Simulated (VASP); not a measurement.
# MgS (F-43m) in VASP: G0W0 quasiparticle levels with r2SCAN

Aim: the G0W0 quasiparticle levels of MgS with r2SCAN.

All numbers are computed with VASP 6.6.1; they aren't measurements. Logs are shortened: lines on timing, memory, paths and dates and some standing lists are left out, and cuts for length are marked.

**1. The cell of the first run**

The structure is cubic, space group F-43m (No. 216). Conventional cell: a = 5.662 Å, b = 5.662 Å, c = 5.662 Å, α = 90.00°, β = 90.00°, γ = 90.00°. Mg (site symmetry -43m) has 4 S at 2.45 Å within 3.2 Å. Within 3.2 Å of S (site symmetry -43m) lie 4 Mg at 2.45 Å.

**2. G0W0 quasiparticle levels, r2SCAN**

Input file POSCAR:

```
MgS
1.0
    0.0000000000      2.8308747674      2.8308747674
    2.8308747674      0.0000000000      2.8308747674
    2.8308747674      2.8308747674      0.0000000000
Mg S
1 1
Direct
    0.0000000000      0.0000000000      0.0000000000
    0.7500000000      0.7500000000      0.7500000000
```

Input file INCAR.step1:

```
  PREC = Accurate
  ENCUT = 500
  EDIFF = 1E-8
  ISMEAR = 0
  SIGMA = 0.01
  LREAL = F
  LASPH = T
  NELM = 60
  ALGO = Normal
  LWAVE = T
  LCHARG = F
  METAGGA = R2SCAN
  LMIXTAU = T
```

Input file INCAR.step2:

```
  PREC = Accurate
  ENCUT = 500
  EDIFF = 1E-8
  ISMEAR = 0
  SIGMA = 0.01
  LREAL = F
  LASPH = T
  NELM = 1
  ALGO = Exact
  LWAVE = T
  LCHARG = F
  METAGGA = R2SCAN
  LMIXTAU = T
  NBANDS = 77
  LOPTICS = T
  ISTART = 1
```

Input file INCAR.step3:

```
  PREC = Accurate
  ENCUT = 500
  EDIFF = 1E-8
  ISMEAR = 0
  SIGMA = 0.01
  LREAL = F
  LASPH = T
  ALGO = EVGW0
  LWAVE = F
  LCHARG = F
  METAGGA = R2SCAN
  LMIXTAU = T
  NELMGW = 1
  NBANDS = 77
  ENCUTGW = 80.0
  NOMEGA = 48
  PRECFOCK = Fast
  ISTART = 1
  NBANDSGW = 12
```

Input file KPOINTS:

```
regular mesh
0
Gamma
  4 4 4
```

Potentials or basis: VASP PAW PBE potentials, release 64 (Mg_GW, S_GW).

Started as:

```
$ cat potpaw_PBE.64/Mg_GW/POTCAR potpaw_PBE.64/S_GW/POTCAR > POTCAR
$ cp INCAR.step1 INCAR
$ mpirun -np 1 vasp_std > vasp.out
$ cp INCAR.step2 INCAR
$ mpirun -np 1 vasp_std > vasp.out
$ cp INCAR.step3 INCAR
$ mpirun -np 1 vasp_std > vasp.out
```

OUTCAR:

```text
PREC = Accurate
   ENCUT = 500
   EDIFF = 1E-8
   ISMEAR = 0
   LREAL = F
   LASPH = T
   METAGGA = R2SCAN
   NELMGW = 1
   ENCUTGW = 80.0
   PRECFOCK = Fast
   ISTART = 1

 ion  position               nearest neighbor table
   1  0.000  0.000  0.000-   2 2.45   2 2.45   2 2.45   2 2.45
   2  0.750  0.750  0.750-   1 2.45   1 2.45   1 2.45   1 2.45

  LATTYP: Found a face centered cubic cell.
 ALAT       =     5.6617495348

  Lattice vectors:

 A1 = (   0.0000000000,   2.8308747674,   2.8308747674)
 A2 = (   2.8308747674,   0.0000000000,   2.8308747674)
 A3 = (   2.8308747674,   2.8308747674,   0.0000000000)

Analysis of symmetry for initial positions (statically):
=====================================================================
 Subroutine PRICEL returns:
 Original cell was already a primitive cell.

 Routine SETGRP: Setting up the symmetry group for a
 face centered cubic supercell.

 Subroutine GETGRP returns: Found 24 space group operations
 (whereof 24 operations were pure point group operations)
 out of a pool of 48 trial point group operations.

The static configuration has the point symmetry T_d .

Analysis of symmetry for dynamics (positions and initial velocities):
=====================================================================
 Subroutine PRICEL returns:
 Original cell was already a primitive cell.

 Routine SETGRP: Setting up the symmetry group for a
 face centered cubic supercell.

 Subroutine GETGRP returns: Found 24 space group operations
 (whereof 24 operations were pure point group operations)
 out of a pool of 48 trial point group operations.

The dynamic configuration has the point symmetry T_d .

 Subroutine INISYM returns: Found 24 space group operations
 (whereof 24 operations are pure point group operations),
 and found     1 'primitive' translations

----------------------------------------------------------------------------------------

                                     Primitive cell

  volume of cell :      45.3724

  direct lattice vectors                    reciprocal lattice vectors
     0.000000000  2.830874767  2.830874767    -0.176623850  0.176623850  0.176623850
     2.830874767  0.000000000  2.830874767     0.176623850 -0.176623850  0.176623850
     2.830874767  2.830874767  0.000000000     0.176623850  0.176623850 -0.176623850

  length of vectors
     4.003461489  4.003461489  4.003461489     0.305921482  0.305921482  0.305921482

  position of ions in fractional coordinates (direct lattice)
     0.000000000  0.000000000  0.000000000
     0.750000000  0.750000000  0.750000000

  ion indices of the primitive-cell ions
   primitive index   ion index
                 1           1
                 2           2

----------------------------------------------------------------------------------------

 KPOINTS: regular mesh

Automatic generation of k-mesh.
 Grid dimensions read from file:
 generate k-points for:    4    4    4

 Generating k-lattice:

  Cartesian coordinates                     Fractional coordinates (reciprocal lattice)
    -0.044155962  0.044155962  0.044155962     0.250000000  0.000000000  0.000000000
     0.044155962 -0.044155962  0.044155962     0.000000000  0.250000000  0.000000000
     0.044155962  0.044155962 -0.044155962     0.000000000  0.000000000  0.250000000

  Length of vectors
     0.076480370  0.076480370  0.076480370

  Shift w.r.t. Gamma in fractional coordinates (k-lattice)
     0.000000000  0.000000000  0.000000000

 Subroutine IBZKPT returns following result:
 ===========================================

 Found      8 irreducible k-points:

 Following reciprocal coordinates:
            Coordinates               Weight
  0.000000  0.000000  0.000000      1.000000
  0.250000  0.000000  0.000000      8.000000
  0.500000  0.000000  0.000000      4.000000
  0.250000  0.250000  0.000000      6.000000
  0.500000  0.250000  0.000000     24.000000
 -0.250000  0.250000  0.000000     12.000000
  0.500000  0.500000  0.000000      3.000000
 -0.250000  0.500000  0.250000      6.000000
   k-points           NKPTS =      8   k-points in BZ     NKDIM =     64   number of bands    NBANDS=     77
   number of dos      NEDOS =    301   number of ions     NIONS =      2
   total plane-waves  NPLWV =  27000
   dimension x,y,z NGX =    30 NGY =   30 NGZ =   30
   dimension x,y,z NGXF=    60 NGYF=   60 NGZF=   60
   ions per type =               1   1
   NGX,Y,Z   is equivalent  to a cutoff of  12.46, 12.46, 12.46 a.u.
   NGXF,Y,Z  is equivalent  to a cutoff of  24.92, 24.92, 24.92 a.u.
 SYSTEM =  unknown system
   PREC   = accura    normal or accurate (medium, high low for compatibility)
   ISTART =      1    job   : 0-new  1-cont  2-samecut
   ICHARG =      0    charge: 1-file 2-atom 10-const
   ISPIN  =      1    spin polarized calculation?
   LNONCOLLINEAR =      F non collinear calculations
   LSORBIT =      F    spin-orbit coupling
   LASPH  =      T    aspherical Exc in radial PAW
   ENCUT  =  500.0 eV  36.75 Ry    6.06 a.u.   7.30  7.30  7.30*2*pi/ulx,y,z
   NELM   =     60;   NELMIN=  2; NELMDL=  0     # of ELM steps
   EDIFF  = 0.1E-07   stopping-criterion for ELM
   LREAL  =      F    real-space projection
   EDIFFG = 0.1E-06   stopping-criterion for IOM
   NSW    =      0    number of steps for IOM
   IBRION =     -1    ionic relax: 0-MD 1-quasi-New 2-CG
   NFREE  =      0    steps in history (QN), initial steepest desc. (CG)
   ISIF   =      0    stress and relaxation
   ISYM   =      3    0-nonsym 1-usesym 2-fastsym
   POTIM  = 0.5000    time-step for ionic-motion
   TEBEG  =    0.0;   TEEND  =   0.0 temperature during run
   PSTRESS=    0.0 pullay stress
   NELECT =       8.0000    total number of electrons
   NUPDOWN=      -1.0000    fix difference up-down
   EMIN   =  10.00;   EMAX   =-10.00  energy-range for DOS
   EFERMI =   0.00;   METHOD = LEGACY
   ISMEAR =     0;   SIGMA  =   0.01  broadening in eV -4-tet -1-fermi 0-gaus
   EFERMI_NEDOS =   21; number of points for ismear=-14 and -15
   IALGO  =     38    algorithm
   IMIX   =      4    mixing-type and parameters
     AMIX     =   0.40;   BMIX     =  1.00
     AMIX_MAG =   1.60;   BMIX_MAG =  1.00
  volume/ion in A,a.u.               =      22.69       153.09
  Fermi-wavevector in a.u.,A,eV,Ry     =   0.917996  1.734761 11.465859  0.842717
  Thomas-Fermi vector in A             =   2.043028
   LORBIT       =      0    0 simple, 1 ext, 2 COOP (PROOUT), +10 PAW based schemes
   METAGGA = R2SCAN    functional components
   LHFCALC =     T    Hartree Fock is set to
   PRECFOCK=fast      Normal, Fast or Accurate (Low or Medium for compatibility)
   ENCUT4O =  -1.0   cutoff for four orbital integrals eV
   NKREDX  =     1    reduce k-point grid by
   NKREDY  =     1    reduce k-point grid by
   NKREDZ  =     1    reduce k-point grid by
   AEXX    =    1.0000 exact exchange contribution
   HFSCREEN=    0.0000 screening length (either q_TF or 0.3 A-1)
   HFSCREENC=   0.0000 screening length for correlation (either q_TF or 0.3 A-1)
   ENCUTFOCK=  -1.0 apply spherical cutoff to Coloumb kernel
   IVDW    =     0    specifies the selected vdW correction
   LEPSILON=     F    determine dielectric tensor
   LRPA    =     F    only Hartree local field effects (RPA)
   LRPAFORCE           =     F    calculate RPA forces
   ENCUTGW             =  80.0    cutoff for response function in eV
   ENCUTGWSOFT         =  64.0    soft cutoff for Coulomb kernel in GW response function in eV
   ENCUTLF             =  -1.0    cutoff for local field effects
   NELMGW              =     1    number of iterations in solving QP/BSE equation
   NELMHF              =     1    number of iterations in the inner HF iteration
   NKREDLFX            =     1    NKREDLFY  =   1   NKREDLFZ  =   1
 non-spin polarized calculation
 Gauss-broadening in eV      SIGMA  =   0.01
  energy-cutoff  :      500.00
  volume of cell :       45.37
 maximum number of plane-waves:      1174
 NGX is ok and might be reduce to    30
  NGX = 18; NGY = 18; NGZ = 18
   NGX = 15   NGY = 15   NGZ = 15
 maximum number of plane-waves:        80
 NGX is ok and might be reduce to    14

 QP shifts <psi_nk| G(iteration)W_0 |psi_nk>: iteration 1
 for sc-GW calculations column KS-energies equals QP-energies in previous step
 and V_xc(KS)=  KS-energies - (<T + V_ion + V_H > + <T+V_H+V_ion>^1  + <V_x>^1)

 k-point   1 :       0.0000    0.0000    0.0000
  band No.  KS-energies  QP-energies   sigma(KS)   V_xc(KS)     V^pw_x(r,r')   Z            occupation Imag(sigma)

      1     -10.9570     -11.1257     -13.8783     -13.6463     -20.8998       0.7274       2.0000       1.4325
      2       0.7858      -0.0067     -14.2349     -13.2239     -16.2332       0.7839       2.0000       0.0740
      3       0.7858      -0.0067     -14.2349     -13.2239     -16.2332       0.7839       2.0000       0.0740
      4       0.7858      -0.0067     -14.2349     -13.2239     -16.2332       0.7839       2.0000       0.0740
      5       4.9184       5.2988      -7.3701      -7.8356      -4.1496       0.8172       0.0000      -0.0712
      6       9.3458      10.1537      -7.4814      -8.4883      -3.8416       0.8023       0.0000      -0.0872
      7       9.3458      10.1537      -7.4814      -8.4883      -3.8416       0.8023       0.0000      -0.0872
      8       9.3458      10.1537      -7.4814      -8.4883      -3.8416       0.8023       0.0000      -0.0872
      9      12.1732      13.1350      -7.9984      -9.2213      -3.9768       0.7866       0.0000      -0.1320
     10      12.1732      13.1350      -7.9984      -9.2213      -3.9768       0.7866       0.0000      -0.1320
     11      15.4791      15.4234      -5.9779      -5.9057      -1.3632       0.7717       0.0000      -0.3248
     12      15.5851      15.5131      -6.3252      -6.2320      -1.5314       0.7724       0.0000      -0.4938

 k-point   2 :       0.2500    0.0000    0.0000
  band No.  KS-energies  QP-energies   sigma(KS)   V_xc(KS)     V^pw_x(r,r')   Z            occupation Imag(sigma)
[... 97 lines left out ...]
      1     -10.0260     -10.0510     -14.4912     -14.4548     -21.3675       0.6891       2.0000       1.1135
      2      -1.4887      -2.5333     -12.8601     -11.4906     -15.2756       0.7627       2.0000       0.1015
      3      -1.0806      -2.1043     -12.9921     -11.6608     -15.2931       0.7690       2.0000       0.0916
      4      -0.5481      -1.5130     -13.0725     -11.8261     -15.2106       0.7741       2.0000       0.0816
      5       6.7675       7.3083      -7.2918      -7.9610      -4.0233       0.8080       0.0000      -0.0774
      6       9.4636      10.3462      -8.3988      -9.5133      -4.6662       0.7919       0.0000      -0.0950
      7       9.5637      10.2337      -7.6691      -8.5033      -4.0934       0.8031       0.0000      -0.0891
      8       9.9957      10.5490      -7.0322      -7.7303      -3.1095       0.7925       0.0000      -0.1120
      9      14.4017      14.7186      -7.6761      -8.1002      -2.7773       0.7472       0.0000      -0.3244
     10      15.2343      16.3713      -9.2932     -10.7944      -4.6005       0.7574       0.0000      -0.2821
     11      15.5161      15.7393      -7.7413      -8.0360      -2.8821       0.7572       0.0000      -0.4010
     12      16.6310      17.4504      -8.6873      -9.7355      -3.7710       0.7817       0.0000      -0.4595
```

Run time: 2.5 min. Hardware: 1 thread of Intel Xeon Platinum 8488C (Sapphire Rapids), shared host; peak memory 0.44 GiB.

Results:

```
Band gap on the k mesh, mean-field level : 4.13 eV, direct
Quasiparticle gap                        : 5.31 eV
Least direct quasiparticle gap           : 5.31 eV
```

Caveat: the k points lie up to 0.48 Å⁻¹ apart; bands, screening cutoff and mesh are small and nothing is extrapolated, so the quasiparticle values aren't converged. A k mesh can miss the band edges.
